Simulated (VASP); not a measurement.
# Bi2Te3 (R3m) in VASP: notebook

Bi2Te3 is run at these levels: PBE; tasks: single point.

Everything below comes from runs of VASP 6.6.1. Logs are shortened: lines on timing, memory, paths and dates and some standing lists are left out, and cuts for length are marked.

## Step 1: The cell of the first run

It takes space group R3m (No. 160, trigonal). The conventional cell has a = 4.417 Å, b = 4.417 Å, c = 28.945 Å, α = 90.00°, β = 90.00°, γ = 120.00°. Bi (site symmetry 3m) has 3 Te at 3.00 Å and 3 Bi at 3.38 Å within 4.0 Å. Within 4.6 Å of Bi (site symmetry 3m) lie 9 Te at 3.23 to 4.58 Å and 9 Bi at 3.38 to 4.42 Å. Within 4.0 Å of Te (site symmetry 3m) lie 6 Te at 3.02 to 3.40 Å. Within 4.0 Å of Te (site symmetry 3m) lie 3 Bi at 3.00 Å and 3 Te at 3.40 Å. Te (site symmetry 3m) has 3 Te at 3.02 Å and 3 Bi at 3.23 Å within 4.0 Å.

## Step 2: Single point, PBE (zz strain of -3 %)

INCAR reads:

```
  PREC = Accurate
  ENCUT = 520
  EDIFF = 1E-6
  ISMEAR = -1
  SIGMA = 0.08
  LREAL = False
  LASPH = True
  NELM = 60
  ALGO = Normal
  ISIF = 2
  LWAVE = False
  LCHARG = False
  GGA = PE
  NBANDS = 32
```

KPOINTS reads:

```
Automatic mesh
0
Gamma
  8 8 8
```

POSCAR reads:

```
Bi2Te3
1.0
    2.2085012539      1.2750787934      9.6482699000
   -2.2085012539      1.2750787934      9.6482699000
    0.0000000000     -2.5501575869      9.6482699000
Bi Te
2 3
Direct
    0.8120000000      0.8120000000      0.8120000000
    0.4020000000      0.4020000000      0.4020000000
    0.6110000000      0.6110000000      0.6110000000
    0.2000000000      0.2000000000      0.2000000000
    0.0000000000      0.0000000000      0.0000000000
```

Potentials or basis: VASP PAW PBE potentials, release 64 (Bi_d, Te).

Run with:

```console
> cat potpaw_PBE.64/Bi_d/POTCAR potpaw_PBE.64/Te/POTCAR > POTCAR
> mpirun -np 1 vasp_std > vasp.out
```

OUTCAR:

```text
PREC = Accurate
   ENCUT = 520
   EDIFF = 1E-6
   ISMEAR = -1
   LREAL = False
   LASPH = True
   NELM = 60
   ISIF = 2
   GGA = PE

 ion  position               nearest neighbor table
   1  0.812  0.812  0.812-   4 3.00   4 3.00   4 3.00   2 3.38   2 3.38   2 3.38
   2  0.402  0.402  0.402-   5 3.23   5 3.23   5 3.23   1 3.38   1 3.38   1 3.38
   3  0.611  0.611  0.611-   5 3.02   5 3.02   5 3.02   4 3.40   4 3.40   4 3.40
   4  0.200  0.200  0.200-   1 3.00   1 3.00   1 3.00   3 3.40   3 3.40   3 3.40
   5  0.000  0.000  0.000-   3 3.02   3 3.02   3 3.02   2 3.23   2 3.23   2 3.23

  LATTYP: Found a trigonal (rhomboedric) cell.
 ALAT       =     9.9795999810
 COS(alpha) =     0.9020512205

  Lattice vectors:

 A1 = (   2.2085012539,   1.2750787934,   9.6482699000)
 A2 = (  -2.2085012539,   1.2750787934,   9.6482699000)
 A3 = (   0.0000000000,  -2.5501575869,   9.6482699000)

Analysis of symmetry for initial positions (statically):
=====================================================================
 Subroutine PRICEL returns:
 Original cell was already a primitive cell.

 Routine SETGRP: Setting up the symmetry group for a
 trigonal (rhombohedral) supercell.

 Subroutine GETGRP returns: Found  6 space group operations
 (whereof  6 operations were pure point group operations)
 out of a pool of 12 trial point group operations.

The static configuration has the point symmetry C_3v.

Analysis of symmetry for dynamics (positions and initial velocities):
=====================================================================
 Subroutine PRICEL returns:
 Original cell was already a primitive cell.

 Routine SETGRP: Setting up the symmetry group for a
 trigonal (rhombohedral) supercell.

 Subroutine GETGRP returns: Found  6 space group operations
 (whereof  6 operations were pure point group operations)
 out of a pool of 12 trial point group operations.

The dynamic configuration has the point symmetry C_3v.

 Subroutine INISYM returns: Found  6 space group operations
 (whereof  6 operations are pure point group operations),
 and found     1 'primitive' translations

----------------------------------------------------------------------------------------

                                     Primitive cell

  volume of cell :     163.0179

  direct lattice vectors                    reciprocal lattice vectors
     2.208501254  1.275078793  9.648269900     0.226397879  0.130710876  0.034548508
    -2.208501254  1.275078793  9.648269900    -0.226397879  0.130710876  0.034548508
     0.000000000 -2.550157587  9.648269900     0.000000000 -0.261421753  0.034548508

  length of vectors
     9.979599981  9.979599981  9.979599981     0.263694771  0.263694771  0.263694771

  position of ions in fractional coordinates (direct lattice)
     0.812000000  0.812000000  0.812000000
     0.402000000  0.402000000  0.402000000
     0.611000000  0.611000000  0.611000000
     0.200000000  0.200000000  0.200000000
     0.000000000  0.000000000  0.000000000

  ion indices of the primitive-cell ions
   primitive index   ion index
                 1           1
                 2           2
                 3           3
                 4           4
                 5           5

----------------------------------------------------------------------------------------

 KPOINTS: Automatic mesh

Automatic generation of k-mesh.
 Grid dimensions read from file:
 generate k-points for:    8    8    8

 Generating k-lattice:

  Cartesian coordinates                     Fractional coordinates (reciprocal lattice)
     0.028299735  0.016338860  0.004318564     0.125000000 -0.000000000  0.000000000
    -0.028299735  0.016338860  0.004318564    -0.000000000  0.125000000  0.000000000
     0.000000000 -0.032677719  0.004318564     0.000000000  0.000000000  0.125000000

  Length of vectors
     0.032961846  0.032961846  0.032961846

  Shift w.r.t. Gamma in fractional coordinates (k-lattice)
     0.000000000  0.000000000  0.000000000

 Subroutine IBZKPT returns following result:
 ===========================================

 Found     65 irreducible k-points:

 Following reciprocal coordinates:
            Coordinates               Weight
  0.000000  0.000000  0.000000      1.000000
  0.125000  0.000000  0.000000      6.000000
  0.250000  0.000000  0.000000      6.000000
  0.375000  0.000000  0.000000      6.000000
  0.500000  0.000000  0.000000      3.000000
  0.125000  0.125000  0.000000      6.000000
[... 16 lines left out ...]
  0.250000  0.125000  0.125000      6.000000
  0.375000  0.125000  0.125000      6.000000
 [... further k-points ...]
   k-points           NKPTS =     65   k-points in BZ     NKDIM =     65   number of bands    NBANDS=     32
   number of dos      NEDOS =    301   number of ions     NIONS =      5
   total plane-waves  NPLWV = 512000
   dimension x,y,z NGX =    80 NGY =   80 NGZ =   80
   dimension x,y,z NGXF=   160 NGYF=  160 NGZF=  160
   ions per type =               2   3
   NGX,Y,Z   is equivalent  to a cutoff of  13.33, 13.33, 13.33 a.u.
   NGXF,Y,Z  is equivalent  to a cutoff of  26.65, 26.65, 26.65 a.u.
 SYSTEM =  unknown system
   PREC   = accura    normal or accurate (medium, high low for compatibility)
   ISTART =      0    job   : 0-new  1-cont  2-samecut
   ICHARG =      2    charge: 1-file 2-atom 10-const
   ISPIN  =      1    spin polarized calculation?
   LNONCOLLINEAR =      F non collinear calculations
   LSORBIT =      F    spin-orbit coupling
   LASPH  =      T    aspherical Exc in radial PAW
   ENCUT  =  520.0 eV  38.22 Ry    6.18 a.u.  18.56 18.56 18.56*2*pi/ulx,y,z
   NELM   =     60;   NELMIN=  2; NELMDL= -5     # of ELM steps
   EDIFF  = 0.1E-05   stopping-criterion for ELM
   LREAL  =      F    real-space projection
   EDIFFG = 0.1E-04   stopping-criterion for IOM
   NSW    =      0    number of steps for IOM
   IBRION =     -1    ionic relax: 0-MD 1-quasi-New 2-CG
   NFREE  =      0    steps in history (QN), initial steepest desc. (CG)
   ISIF   =      2    stress and relaxation
   ISYM   =      2    0-nonsym 1-usesym 2-fastsym
   POTIM  = 0.5000    time-step for ionic-motion
   TEBEG  =    0.0;   TEEND  =   0.0 temperature during run
   PSTRESS=    0.0 pullay stress
   NELECT =      48.0000    total number of electrons
   NUPDOWN=      -1.0000    fix difference up-down
   EMIN   =  10.00;   EMAX   =-10.00  energy-range for DOS
   EFERMI =   0.00;   METHOD = LEGACY
   ISMEAR =    -1;   SIGMA  =   0.08  broadening in eV -4-tet -1-fermi 0-gaus
   EFERMI_NEDOS =   21; number of points for ismear=-14 and -15
   IALGO  =     38    algorithm
   IMIX   =      4    mixing-type and parameters
     AMIX     =   0.40;   BMIX     =  1.00
     AMIX_MAG =   1.60;   BMIX_MAG =  1.00
  volume/ion in A,a.u.               =      32.60       220.02
  Fermi-wavevector in a.u.,A,eV,Ry     =   1.089123  2.058143 16.139069  1.186188
  Thomas-Fermi vector in A             =   2.225319
   LORBIT       =      0    0 simple, 1 ext, 2 COOP (PROOUT), +10 PAW based schemes
   GGA     = PE    functional components
   LHFCALC =     F    Hartree Fock is set to
   AEXX    =    0.0000 exact exchange contribution
   IVDW    =     0    specifies the selected vdW correction
   LEPSILON=     F    determine dielectric tensor
   LRPA    =     F    only Hartree local field effects (RPA)
 non-spin polarized calculation
  energy-cutoff  :      520.00
  volume of cell :      163.02
 maximum number of plane-waves:      4428
 NGX is ok and might be reduce to    80
   NGX = 37   NGY = 37   NGZ = 37

 number of electron      48.0000001 magnetization

 Free energy of the ion-electron system (eV)
  ---------------------------------------------------
  ext. energy  EPLUGINS =         0.00000000
  ---------------------------------------------------
  free energy    TOTEN  =       -16.85306631 eV

  energy without entropy =      -16.81638475  energy(sigma->0) =      -16.83472553

 E-fermi :   6.8422     XC(G=0):  -9.5378

 val. band max:        6.8142989186   @ k =   0.5000   0.1250   0.1250
 cond. band min:       6.8842792379   @ k =  -0.1250   0.1250   0.0000
 fundamental gap:      0.0699803193
 Fermi energy:         6.8421750265

 k-point     1 :       0.0000    0.0000    0.0000
  band No.  band energies     occupation
      1     -16.3203      2.00000
      2     -16.3203      2.00000
      3     -16.2879      2.00000
      4     -16.2879      2.00000
      5     -16.2814      2.00000
      6     -15.7462      2.00000
[... 24 lines left out ...]
     31      11.4515      0.00000
     32      11.6969      0.00000

 k-point     2 :       0.1250    0.0000    0.0000
  band No.  band energies     occupation
      1     -16.3208      2.00000
      2     -16.3187      2.00000
      3     -16.2884      2.00000
      4     -16.2875      2.00000
      5     -16.2801      2.00000
      6     -15.7483      2.00000
[... 24 lines left out ...]
     31      10.8910      0.00000
     32      11.4757      0.00000

 k-point     3 :       0.2500    0.0000    0.0000
  band No.  band energies     occupation
      1     -16.3221      2.00000
      2     -16.3152      2.00000
      3     -16.2897      2.00000
      4     -16.2862      2.00000
      5     -16.2769      2.00000
      6     -15.7536      2.00000
[... 24 lines left out ...]
     31      10.4705      0.00000
     32      12.0455      0.00000

 k-point     4 :       0.3750    0.0000    0.0000
  band No.  band energies     occupation
      1     -16.3235      2.00000
      2     -16.3122      2.00000
      3     -16.2911      2.00000
      4     -16.2843      2.00000
      5     -16.2735      2.00000
      6     -15.7593      2.00000
[... 654 lines left out ...]
     31      11.4441      0.00000
     32      11.7721      0.00000

 k-point    23 :       0.2500    0.1250    0.1250
  band No.  band energies     occupation
      1     -16.3208      2.00000
      2     -16.3187      2.00000
      3     -16.2884      2.00000
      4     -16.2875      2.00000
      5     -16.2801      2.00000
      6     -15.7483      2.00000
[... 24 lines left out ...]
     31      10.8937      0.00000
     32      11.5906      0.00000

 k-point    24 :       0.3750    0.1250    0.1250
  band No.  band energies     occupation
      1     -16.3221      2.00000
      2     -16.3152      2.00000
      3     -16.2897      2.00000
      4     -16.2862      2.00000
      5     -16.2769      2.00000
      6     -15.7536      2.00000
[... 24 lines left out ...]
     31      10.5189      0.00000
     32      11.8586      0.00000

 [... further k-points ...]

------------------------ aborting loop because EDIFF is reached ----------------------------------------

  FORCE on cell =-STRESS in cart. coord.  units (eV):
  Direction    XX          YY          ZZ          XY          YZ          ZX
  --------------------------------------------------------------------------------------
  -------------------------------------------------------------------------------------
  Total        3.5571728      3.5571728      3.2319196      0.0000000     -0.0000000      0.0000000
  in kB       34.9607046     34.9607046     31.7640420      0.0000000     -0.0000000      0.0000000
  external PRESSURE =      33.8951504 kB  Pullay stress =       0.0000000 kB

 VOLUME and BASIS-vectors are now :
 -----------------------------------------------------------------------------
  energy-cutoff  :      520.00
  volume of cell :      163.02
      direct lattice vectors                 reciprocal lattice vectors
     2.208501254  1.275078793  9.648269900     0.226397879  0.130710876  0.034548508
    -2.208501254  1.275078793  9.648269900    -0.226397879  0.130710876  0.034548508
     0.000000000 -2.550157587  9.648269900     0.000000000 -0.261421753  0.034548508

 POSITION                                       TOTAL-FORCE (eV/Angst)
 -----------------------------------------------------------------------------------
      0.00000     -0.00000     23.50319         0.000000      0.000000     -1.016304
      0.00000     -0.00000     11.63581         0.000000      0.000000     -0.345049
      0.00000     -0.00000     17.68528         0.000000      0.000000     -0.869549
      0.00000     -0.00000      5.78896         0.000000     -0.000000      0.997651
      0.00000      0.00000      0.00000         0.000000     -0.000000      1.233251
 -----------------------------------------------------------------------------------
    total drift:                               -0.000000     -0.000000     -0.001165

  FREE ENERGIE OF THE ION-ELECTRON SYSTEM (eV)
  ---------------------------------------------------
  free  energy   TOTEN  =       -16.8530663055 eV

  energy  without entropy=      -16.8163847454  energy(sigma->0) =      -16.83472553
```

Wall time 16 min (1 thread of Intel Xeon Platinum 8488C (Sapphire Rapids), shared host); peak memory 1.1 GiB.

What came out:

```yaml
Free_energy: -16.8531 eV
Pressure: 3.4 GPa
Largest_force: 1.233 eV/Å
Band_gap_on_the_k_mesh: zero (bands 24 and 25 overlap by 0.20 eV)
```

Forces in eV/Å, atoms in the order of the input:
```
Bi   0.000  0.000 -1.016
Bi   0.000  0.000 -0.345
Te   0.000  0.000 -0.870
Te   0.000  0.000  0.998
Te   0.000  0.000  1.233
```

Caveat: the cell differs from its parent crystal (zz strain of -3 %); the cell stands under pressure; spin-orbit coupling is left out, which moves the levels of the heavy elements; forces of over 1 eV/Å act on the atoms, so gaps and moduli don't describe the material at rest.

[end of part 1 of 2]

The gap in the log of VASP goes by the Fermi energy; the results here count the filled bands.